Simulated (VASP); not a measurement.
# FeO (Pm-3m) in VASP: a series of runs, part 2 of 2

VASP 6.6.1.

### Step 3. Single point, PBE+U, collinear spin

INCAR

```
SYSTEM = FeO
PREC = Accurate
ENCUT = 520
EDIFF = 1E-7
ISMEAR = 0
SIGMA = 0.05
LREAL = .False.
LASPH = .True.
NELM = 150
ALGO = Normal
ISIF = 2
LWAVE = .False.
LCHARG = .False.
ISPIN = 2
MAGMOM = 0 0.02 -0.01 -0.01
LORBIT = 11
LMAXMIX = 4
LDAU = .True.
LDAUTYPE = 1
LDAUL = 2 -1
LDAUU = 7 0
LDAUJ = 0.5 0
LDAUPRINT = 1
GGA = PE
NBANDS = 26
```

KPOINTS

```
regular mesh
0
Gamma
  7 7 7
  0 0 0
```

POSCAR

```
FeO
1.0
    2.6124696300      0.0000000000      2.6124696300
    0.0000000000      2.6124696300      2.6124696300
    0.0000000000      0.0000000000      5.2249392600
Fe O
2 2
Direct
    0.0000000000      0.0000000000      0.0000000000
    0.0000000000      0.0000000000      0.5000000000
    0.5000000000      0.5000000000      0.7500000000
    0.5000000000      0.5000000000      0.2500000000
```

Potentials or basis: VASP PAW PBE potentials, release 64 (Fe, O).

Run with:

```bash
cat potpaw_PBE.64/Fe/POTCAR potpaw_PBE.64/O/POTCAR > POTCAR
mpirun -np 1 vasp_std > vasp.out
```

OUTCAR:

```text
SYSTEM = FeO
   PREC = Accurate
   ENCUT = 520
   EDIFF = 1E-7
   ISMEAR = 0
   LREAL = .False.
   LASPH = .True.
   NELM = 150
   ISIF = 2
   ISPIN = 2
   LORBIT = 11
   GGA = PE

 ion  position               nearest neighbor table
   1  0.000  0.000  0.000-   3 2.26   3 2.26   4 2.26   3 2.26   4 2.26   4 2.26   3 2.26   4 2.26
                             2 2.61   2 2.61   2 2.61   2 2.61   2 2.61   2 2.61
   2  0.000  0.000  0.500-   4 2.26   3 2.26   4 2.26   3 2.26   4 2.26   3 2.26   4 2.26   3 2.26
                             1 2.61   1 2.61   1 2.61   1 2.61   1 2.61   1 2.61
   3  0.500  0.500  0.750-   2 2.26   1 2.26   2 2.26   1 2.26   2 2.26   1 2.26   2 2.26   1 2.26

   4  0.500  0.500  0.250-   1 2.26   1 2.26   2 2.26   1 2.26   2 2.26   2 2.26   1 2.26   2 2.26

  LATTYP: Found a face centered cubic cell.
 ALAT       =     5.2249392600

  Lattice vectors:

 A1 = (   2.6124696300,  -2.6124696300,   0.0000000000)
 A2 = (   2.6124696300,   0.0000000000,   2.6124696300)
 A3 = (   0.0000000000,  -2.6124696300,   2.6124696300)

Analysis of symmetry for initial positions (statically):
=====================================================================
 Subroutine PRICEL returns following result:

  LATTYP: Found a simple cubic cell.
 ALAT       =     2.6124696300

  Lattice vectors:

 A1 = (   0.0000000000,  -2.6124696300,   0.0000000000)
 A2 = (   2.6124696300,   0.0000000000,   0.0000000000)
 A3 = (   0.0000000000,   0.0000000000,   2.6124696300)

   2 primitive cells build up your supercell.

 Routine SETGRP: Setting up the symmetry group for a
 face centered cubic supercell.

 Subroutine GETGRP returns: Found 48 space group operations
 (whereof 48 operations were pure point group operations)
 out of a pool of 48 trial point group operations.

The static configuration has the point symmetry O_h .

Analysis of symmetry for dynamics (positions and initial velocities):
=====================================================================
 Subroutine PRICEL returns following result:

[... 253 lines left out ...]

 val. band max:        6.2746510597   @ k =   0.4286   0.1429   0.0000
 cond. band min:       6.2967808005   @ k =   0.4286   0.1429   0.0000
 fundamental gap:      0.0221297407
 Fermi energy:         6.2902101296

 spin component 1

 k-point     1 :       0.0000    0.0000    0.0000
  band No.  band energies     occupation
      1     -14.3788      1.00000
      2     -11.6045      1.00000
      3      -0.8380      1.00000
      4      -0.8380      1.00000
      5      -0.8380      1.00000
      6       3.1492      1.00000
[... 569 lines left out ...]
     25      23.7444      0.00000
     26      24.1843      0.00000
 Fermi energy:         6.2902101296

 spin component 2

 k-point     1 :       0.0000    0.0000    0.0000
  band No.  band energies     occupation
      1     -14.4431      1.00000
      2     -11.6983      1.00000
      3      -0.8212      1.00000
      4      -0.8212      1.00000
      5      -0.8212      1.00000
      6       0.4806      1.00000
[... 569 lines left out ...]
     25      23.7421      0.00000
     26      24.1908      0.00000

------------------------ aborting loop because EDIFF is reached ----------------------------------------

  FORCE on cell =-STRESS in cart. coord.  units (eV):
  Direction    XX          YY          ZZ          XY          YZ          ZX
  --------------------------------------------------------------------------------------
  -------------------------------------------------------------------------------------
  Total       -4.1190603     -4.1190603     -4.1190603     -0.0000000     -0.0000000     -0.0000000
  in kB     -185.0652966   -185.0652966   -185.0652966     -0.0000000     -0.0000000     -0.0000000
  external PRESSURE =    -185.0652966 kB  Pullay stress =       0.0000000 kB

 VOLUME and BASIS-vectors are now :
 -----------------------------------------------------------------------------
  energy-cutoff  :      520.00
  volume of cell :       35.66
      direct lattice vectors                 reciprocal lattice vectors
     2.612469630  0.000000000  2.612469630     0.382779569  0.000000000  0.000000000
     0.000000000  2.612469630  2.612469630     0.000000000  0.382779569  0.000000000
     0.000000000  0.000000000  5.224939260    -0.191389785 -0.191389785  0.191389785

 POSITION                                       TOTAL-FORCE (eV/Angst)
 -----------------------------------------------------------------------------------
      0.00000      0.00000      0.00000         0.000000      0.000000     -0.000000
      0.00000      0.00000      2.61247         0.000000      0.000000     -0.000000
      1.30623      1.30623      6.53117         0.000000      0.000000      0.000000
      1.30623      1.30623      3.91870         0.000000      0.000000     -0.000000
 -----------------------------------------------------------------------------------
    total drift:                                0.000000     -0.000000      0.000000

  FREE ENERGIE OF THE ION-ELECTRON SYSTEM (eV)
  ---------------------------------------------------
  free  energy   TOTEN  =       -12.6792155207 eV

  energy  without entropy=      -12.6684555632  energy(sigma->0) =      -12.67383554

 total charge

# of ion       s       p       d       tot
------------------------------------------
    1        0.271   0.338   6.414   7.022
    2        0.271   0.338   6.413   7.022
    3        1.597   3.281   0.000   4.878
    4        1.597   3.281   0.000   4.878
--------------------------------------------------
tot          3.736   7.237  12.827  23.800

 magnetization (x)

# of ion       s       p       d       tot
------------------------------------------
    1        0.008   0.011  -0.604  -0.584
    2        0.008   0.011  -0.604  -0.584
    3       -0.000  -0.051   0.000  -0.051
    4       -0.000  -0.051   0.000  -0.051
--------------------------------------------------
tot          0.016  -0.079  -1.208  -1.271
```

OSZICAR:

```text
N       E                     dE             d eps       ncg     rms          rms(c)
DAV:   1     0.231338818302E+03    0.23134E+03   -0.13412E+04  2232   0.135E+03
DAV:   2     0.587493817497E+01   -0.22546E+03   -0.20386E+03  2114   0.299E+02
DAV:   3    -0.148225982261E+02   -0.20698E+02   -0.19308E+02  2320   0.103E+02
DAV:   4    -0.152167864846E+02   -0.39419E+00   -0.39219E+00  2336   0.149E+01
[... 40 lines left out ...]
DAV:  45    -0.126792138665E+02    0.37913E-05   -0.66929E-06  2520   0.130E-02    0.286E-03
DAV:  46    -0.126792151403E+02   -0.12738E-05   -0.31356E-07  1548   0.489E-03    0.304E-03
DAV:  47    -0.126792154104E+02   -0.27010E-06   -0.14544E-07  1060   0.272E-03    0.173E-03
DAV:  48    -0.126792156163E+02   -0.20596E-06   -0.15843E-07  1050   0.221E-03    0.166E-03
DAV:  49    -0.126792155207E+02    0.95627E-07   -0.29999E-08  1046   0.143E-03
   1 F= -.12679216E+02 E0= -.12673836E+02  d E =-.107600E-01  mag=    -1.1924
```

stdout:

```text
POSCAR found type information on POSCAR FeO
 POSCAR found :  2 types and       4 ions
 scaLAPACK will be used
 LDA part: xc-table for (Slater+PW92), standard interpolation
 POSCAR, INCAR and KPOINTS ok, starting setup
 FFT: planning ... GRIDC
 FFT: planning ... GRID_SOFT
 FFT: planning ... GRID
 WAVECAR not read
 entering main loop
```

Run time: 3 min. Hardware: 1 thread of Intel Xeon Platinum 8259CL at 2.50GHz (Skylake/Cascade Lake), shared host; peak memory 0.21 GiB.

Results:

```yaml
Free_energy: -12.6792 eV
Pressure: -18.5 GPa
Net_moment: -1.19 μB per cell
Site_moments: Fe -0.58; O -0.05 μB
Valence_electrons_inside_the_program's_atomic_spheres: Fe 7.02; O 4.88
```

Levels at points of the mesh, in eV from the Fermi level:
Spin up:
| k point | band 10 | band 11 | band 12 | band 13 | band 14 | band 15 | band 16 | band 17 |
| --- | --- | --- | --- | --- | --- | --- | --- | --- |
| (0.00, 0.00, 0.00) | -2.74 | 0.08 | 0.08 | 0.08 | 0.97 | 0.97 | 1.48 | 1.51 |
Spin down:
| k point | band 10 | band 11 | band 12 | band 13 | band 14 | band 15 | band 16 | band 17 | band 18 | band 19 |
| --- | --- | --- | --- | --- | --- | --- | --- | --- | --- | --- |
| (0.00, 0.00, 0.00) | -3.22 | -2.51 | -2.51 | 0.10 | 0.10 | 0.10 | 1.41 | 1.48 | 1.48 | 1.48 |

Eigenvalues of the final occupation matrices:
| site | spin | trace | eigenvalues |
| --- | --- | --- | --- |
| site 1 d | 1 | 2.92 | 0.56 0.56 0.56 0.63 0.63 |
| site 1 d | 2 | 3.52 | 0.53 0.53 0.53 0.97 0.97 |
| site 2 d | 1 | 2.92 | 0.56 0.56 0.56 0.63 0.63 |
| site 2 d | 2 | 3.52 | 0.53 0.53 0.53 0.97 0.97 |
